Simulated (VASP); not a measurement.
# CuO (P4/mmm) in VASP: further runs, part 2 of 2

VASP 6.6.1.

## Step 4: Relaxation of cell and atoms, RPBE

This run uses another cell than the first one, of 11.22 Å³/atom.

The input, INCAR:

```
ALGO = Normal
EDIFF = 1E-7
EDIFFG = -0.01
ENCUT = 600
GGA = RP
IBRION = 2
ISIF = 3
ISMEAR = -1
LASPH = T
LCHARG = F
LREAL = F
LWAVE = F
NELM = 80
NSW = 60
PREC = Accurate
SIGMA = 0.05
```

The input, KPOINTS:

```
k-points
0
Gamma
  7 7 7
```

The input, POSCAR:

```
CuO
1.0
    4.1609370000      0.0000000000      0.0000000000
    0.0000000000      4.1609370000      0.0000000000
    0.0000000000      0.0000000000      3.8876430000
Cu O
3 3
Direct
    0.5000000000      0.0000000000      0.5000000000
    0.0000000000      0.5000000000      0.5000000000
    0.0000000000      0.0000000000      0.0000000000
    0.0000000000      0.0000000000      0.5000000000
    0.5000000000      0.0000000000      0.0000000000
    0.0000000000      0.5000000000      0.0000000000
```

Potentials or basis: VASP PAW PBE potentials, release 64 (Cu, O).

Run with:

```sh
$ cat potpaw_PBE.64/Cu/POTCAR potpaw_PBE.64/O/POTCAR > POTCAR
$ mpirun -np 1 vasp_std > vasp.out
```

OUTCAR:

```text
EDIFF = 1E-7
   EDIFFG = -0.01
   ENCUT = 600
   GGA = RP
   IBRION = 2
   ISIF = 3
   ISMEAR = -1
   LASPH = T
   LREAL = F
   NELM = 80
   NSW = 60
   PREC = Accurate

 ion  position               nearest neighbor table
   1  0.500  0.000  0.500-   5 1.94   5 1.94   4 2.08   4 2.08
   2  0.000  0.500  0.500-   6 1.94   6 1.94   4 2.08   4 2.08
   3  0.000  0.000  0.000-   4 1.94   4 1.94   6 2.08   5 2.08   6 2.08   5 2.08
   4  0.000  0.000  0.500-   3 1.94   3 1.94   1 2.08   2 2.08   2 2.08   1 2.08
   5  0.500  0.000  0.000-   1 1.94   1 1.94   3 2.08   3 2.08
   6  0.000  0.500  0.000-   2 1.94   2 1.94   3 2.08   3 2.08

  LATTYP: Found a simple tetragonal cell.
 ALAT       =     4.1609370000
 C/A-ratio  =     0.9343191209

  Lattice vectors:

 A1 = (   4.1609370000,   0.0000000000,   0.0000000000)
 A2 = (   0.0000000000,   4.1609370000,   0.0000000000)
 A3 = (   0.0000000000,   0.0000000000,   3.8876430000)

Analysis of symmetry for initial positions (statically):
=====================================================================
 Subroutine PRICEL returns:
 Original cell was already a primitive cell.

 Routine SETGRP: Setting up the symmetry group for a
 simple tetragonal supercell.

 Subroutine GETGRP returns: Found 16 space group operations
 (whereof 16 operations were pure point group operations)
 out of a pool of 16 trial point group operations.

The static configuration has the point symmetry D_4h.

Analysis of symmetry for dynamics (positions and initial velocities):
=====================================================================
 Subroutine PRICEL returns:
 Original cell was already a primitive cell.

 Routine SETGRP: Setting up the symmetry group for a
 simple tetragonal supercell.

 Subroutine GETGRP returns: Found 16 space group operations
 (whereof 16 operations were pure point group operations)
 out of a pool of 16 trial point group operations.

The dynamic configuration has the point symmetry D_4h.

 Subroutine INISYM returns: Found 16 space group operations
 (whereof 16 operations are pure point group operations),
 and found     1 'primitive' translations

[... 108 lines left out ...]
   ISIF   =      3    stress and relaxation
   ISYM   =      2    0-nonsym 1-usesym 2-fastsym
   POTIM  = 0.5000    time-step for ionic-motion
   TEBEG  =    0.0;   TEEND  =   0.0 temperature during run
   PSTRESS=    0.0 pullay stress
   NELECT =      51.0000    total number of electrons
   NUPDOWN=      -1.0000    fix difference up-down
   EMIN   =  10.00;   EMAX   =-10.00  energy-range for DOS
   EFERMI =   0.00;   METHOD = LEGACY
   ISMEAR =    -1;   SIGMA  =   0.05  broadening in eV -4-tet -1-fermi 0-gaus
   EFERMI_NEDOS =   21; number of points for ismear=-14 and -15
   IALGO  =     38    algorithm
   IMIX   =      4    mixing-type and parameters
     AMIX     =   0.40;   BMIX     =  1.00
     AMIX_MAG =   1.60;   BMIX_MAG =  1.00
  volume/ion in A,a.u.               =      11.22        75.70
  Fermi-wavevector in a.u.,A,eV,Ry     =   1.492481  2.820379 30.306951  2.227498
  Thomas-Fermi vector in A             =   2.605003
   LORBIT       =      0    0 simple, 1 ext, 2 COOP (PROOUT), +10 PAW based schemes
   GGA     = RP    functional components
   LHFCALC =     F    Hartree Fock is set to
   AEXX    =    0.0000 exact exchange contribution
   IVDW    =     0    specifies the selected vdW correction
   LEPSILON=     F    determine dielectric tensor
   LRPA    =     F    only Hartree local field effects (RPA)
 conjugate gradient relaxation of ions
 non-spin polarized calculation
  energy-cutoff  :      600.00
  volume of cell :       67.31
 maximum number of plane-waves:      2268
 NGX is ok and might be reduce to    36
   NGX = 17   NGY = 17   NGZ = 15

--------------------------------------- Ionic step        1  -------------------------------------------

 number of electron      51.0000019 magnetization

 Free energy of the ion-electron system (eV)
  ---------------------------------------------------
  ext. energy  EPLUGINS =         0.00000000
  ---------------------------------------------------
  free energy    TOTEN  =       -25.39803540 eV

  energy without entropy =      -25.36816162  energy(sigma->0) =      -25.38309851

 E-fermi :   4.3172     XC(G=0): -10.9350

 val. band max:        4.3050265090   @ k =   0.1429   0.1429   0.4286
 cond. band min:       4.3669023493   @ k =   0.2857   0.2857   0.0000
 fundamental gap:      0.0618758403
 Fermi energy:         4.3172080591

 k-point     1 :       0.0000    0.0000    0.0000
  band No.  band energies     occupation
      1     -15.5718      2.00000
      2     -13.5587      2.00000
      3     -13.1360      2.00000
      4      -1.5647      2.00000
      5      -1.4169      2.00000
      6      -1.4169      2.00000
[... 1062 lines left out ...]
--------------------------------------- Ionic step        8  -------------------------------------------

 number of electron      50.9999986 magnetization

 Free energy of the ion-electron system (eV)
  ---------------------------------------------------
  ext. energy  EPLUGINS =         0.00000000
  ---------------------------------------------------
  free energy    TOTEN  =       -25.48981665 eV

  energy without entropy =      -25.45394308  energy(sigma->0) =      -25.47187987

 E-fermi :   3.5669     XC(G=0): -10.5154

 val. band max:        3.5489506182   @ k =   0.2857   0.2857   0.1429
 cond. band min:       3.5750945747   @ k =   0.4286   0.2857   0.4286
 fundamental gap:      0.0261439564
 Fermi energy:         3.5669153829

 k-point     1 :       0.0000    0.0000    0.0000
  band No.  band energies     occupation
      1     -15.8020      2.00000
      2     -14.0280      2.00000
      3     -13.7290      2.00000
      4      -1.8412      2.00000
      5      -1.7201      2.00000
      6      -1.7201      2.00000
[... 816 lines left out ...]
  FREE ENERGIE OF THE ION-ELECTRON SYSTEM (eV)
  ---------------------------------------------------
  free  energy   TOTEN  =       -25.4898166531 eV

  energy  without entropy=      -25.4539430788  energy(sigma->0) =      -25.47187987

 reached required accuracy - stopping structural energy minimisation
```

OSZICAR:

```text
N       E                     dE             d eps       ncg     rms          rms(c)
DAV:   1     0.572386166249E+03    0.57239E+03   -0.26456E+04  2448   0.289E+03
DAV:   2     0.729448904367E+02   -0.49944E+03   -0.48127E+03  2430   0.539E+02
DAV:   3    -0.280733288753E+02   -0.10102E+03   -0.96225E+02  3550   0.257E+02
DAV:   4    -0.350450081439E+02   -0.69717E+01   -0.68468E+01  3724   0.713E+01
[... 111 lines left out ...]
DAV:   7    -0.254898202216E+02    0.37749E-04   -0.97708E-05  4576   0.211E-01    0.169E-02
DAV:   8    -0.254898169513E+02    0.32703E-05   -0.22287E-05  4064   0.853E-02    0.469E-03
DAV:   9    -0.254898169142E+02    0.37085E-07   -0.27702E-06  3374   0.160E-02    0.230E-03
DAV:  10    -0.254898167225E+02    0.19171E-06   -0.18335E-07  1980   0.458E-03    0.112E-03
DAV:  11    -0.254898166531E+02    0.69339E-07   -0.65574E-08  1302   0.495E-03
   8 F= -.25489817E+02 E0= -.25471880E+02  d E =-.281351E-03
```

It took 5.1 min on 1 thread of Intel Xeon 6975P-C (Granite Rapids), shared host; peak memory 0.24 GiB.

What came out:

```
Free energy                           : -25.4898 eV
Relaxed volume                        : 12.04 Å³/atom
Relaxed cell                          : a = 4.311 Å, b = 4.311 Å, c = 3.887 Å, α = 90.00°, β = 90.00°, γ = 90.00°
Space group after relaxing (to 0.1 Å) : P4/mmm (No. 123)
Energy gained by relaxing             : 15.3 meV/atom
Ionic steps                           : 8
Pressure after relaxing               : 0.0 GPa
Band gap on the k mesh                : zero (an odd number of electrons rules out a gap without spin polarisation)
```

Step by step:
```
step  energy change (eV)  largest force (eV/Å)  pressure (GPa)  volume (Å³)
   1              0.0000                0.0000            7.16        67.31
   2             -0.0546                0.0000           -2.74        72.31
   3             -0.0710                0.0000            0.20        70.60
   4             -0.0810                0.0000            0.17        71.00
   5             -0.0912                0.0000            0.32        71.83
   6             -0.0915                0.0000            0.40        72.00
   7             -0.0914                0.0000           -0.43        72.51
   8             -0.0918                0.0000            0.01        72.24
```

Final structure:
```yaml
crystal:
  lattice:
    - [4.31122, 0.00000, 0.00000]
    - [0.00000, 4.31122, 0.00000]
    - [0.00000, 0.00000, 3.88660]
  atoms:
    - { symbol: Cu, position: [0.50000, 0.00000, 0.50000] }
    - { symbol: Cu, position: [0.00000, 0.50000, 0.50000] }
    - { symbol: Cu, position: [0.00000, 0.00000, 0.00000] }
    - { symbol: O, position: [0.00000, 0.00000, 0.50000] }
    - { symbol: O, position: [0.50000, 0.00000, 0.00000] }
    - { symbol: O, position: [0.00000, 0.50000, 0.00000] }
```

Levels at points of the mesh, in eV from the Fermi level:
```tsv
k point	band 22	band 23	band 24	band 25	band 26	band 27	band 28	band 29	band 30
(0.00, 0.00, 0.00)	-1.67	-1.47	-1.42	-1.42	-1.42	-1.36	1.36	5.89	7.14
```

Caveat: the PAW data sets were made with another functional, which shifts forces and pressure a little; an odd number of electrons without spin polarisation forces a metal; a magnetic or distorted state may lie lower; semilocal functionals often make such compounds metallic where correlation or magnetic order opens a gap, which also shifts bond lengths. With open d or f shells a metallic result of RPBE can be an artefact of self-interaction; +U or a hybrid may open a gap.

## Step 5: Single point, PBE+U

This run uses another cell than the first one, of 11.22 Å³/atom.

The input, INCAR:

```
SYSTEM = CuO
ALGO = Normal ; EDIFF = 1E-6
ENCUT = 520 ; GGA = PE
ISIF = 2 ; ISMEAR = -1
LASPH = .TRUE. ; LCHARG = .FALSE.
LDAU = .TRUE. ; LDAUJ = 0 0
LDAUL = 2 -1 ; LDAUPRINT = 1
LDAUTYPE = 2 ; LDAUU = 5.3 0
LMAXMIX = 4 ; LREAL = .FALSE.
LWAVE = .FALSE. ; NBANDS = 34
NELM = 150 ; PREC = Accurate
SIGMA = 0.05
```

The input, KPOINTS:

```
k-points
0
G
  7 7 7
  0 0 0
```

POSCAR is that of step 4.

Run with:

```sh
$ cat potpaw_PBE.64/Cu/POTCAR potpaw_PBE.64/O/POTCAR > POTCAR
$ mpirun -np 1 vasp_std > vasp.out
```

It took 44 s on 1 thread of Intel Xeon 6975P-C (Granite Rapids), shared host; peak memory 0.21 GiB.

It converged, with:

* Free energy: -22.6817 eV
* Pressure: -0.7 GPa
* Band gap on the k mesh: zero (an odd number of electrons rules out a gap without spin polarisation)

Stress tensor (GPa, compression positive):
```
 0.03  0.00  0.00
 0.00  0.03  0.00
 0.00  0.00 -2.31
```

Levels at points of the mesh, in eV from the Fermi level:
| k point | band 23 | band 24 | band 25 | band 26 | band 27 | band 28 | band 29 | band 30 |
| --- | --- | --- | --- | --- | --- | --- | --- | --- |
| (0.00, 0.00, 0.00) | -2.35 | -1.81 | -1.69 | -1.10 | -1.10 | 1.72 | 6.88 | 8.36 |

Eigenvalues of the final occupation matrices:
| site | spin | trace | eigenvalues |
| --- | --- | --- | --- |
| site 1 d | 1 | 4.68 | 0.83 0.94 0.96 0.97 0.97 |
| site 1 d | 2 | 4.68 | 0.83 0.94 0.96 0.97 0.97 |
| site 2 d | 1 | 4.68 | 0.83 0.94 0.96 0.97 0.97 |
| site 2 d | 2 | 4.68 | 0.83 0.94 0.96 0.97 0.97 |
| site 3 d | 1 | 4.63 | 0.85 0.85 0.98 0.98 0.98 |
| site 3 d | 2 | 4.63 | 0.85 0.85 0.98 0.98 0.98 |

Caveat: an odd number of electrons without spin polarisation forces a metal; a magnetic or distorted state may lie lower; U without spin polarisation on a metal has little footing.

## Step 6: Overview

| task | level | potentials or basis | U | cell | cutoff (eV) | gap on the mesh (eV) | pressure (GPa) | relaxed volume (Å³/atom) |
| --- | --- | --- | --- | --- | --- | --- | --- | --- |
| single point | RPBE | VASP PAW PBE potentials, release 64 (Cu, O) | - | a = 4.322, b = 4.322, c = 3.870 Å, 6 atoms | 520 | none | 0.5 | - |
| relaxation of cell and atoms | LDA | VASP PAW LDA potentials, release 64 (Cu, O) | - | relaxed from a = 4.161, b = 4.161, c = 3.888 Å, 6 atoms | 600 | none | -0.1 | 10.39 |
| relaxation of cell and atoms | RPBE | VASP PAW PBE potentials, release 64 (Cu, O) | - | relaxed from a = 4.161, b = 4.161, c = 3.888 Å, 6 atoms | 600 | none | 0.0 | 12.04 |
| single point | PBE+U | VASP PAW PBE potentials, release 64 (Cu, O) | Cu d U = 5.3 eV | a = 4.161, b = 4.161, c = 3.888 Å, 6 atoms | 520 | none | -0.7 | - |

Alike in all rows: no spin polarisation; k mesh 7 × 7 × 7; smearing fermi-dirac 0.05 eV.

Caveats: an odd number of electrons without spin polarisation forces a metal; a magnetic or distorted state may lie lower; semilocal functionals often make such compounds metallic where correlation or magnetic order opens a gap, which also shifts bond lengths (at least some runs); the PAW data sets were made with another functional, which shifts forces and pressure a little (at least some runs); U without spin polarisation on a metal has little footing (at least some runs).

Absolute energies hang on the potentials; compare differences alone.

The gap in the log of VASP goes by the Fermi energy; the results here count the filled bands.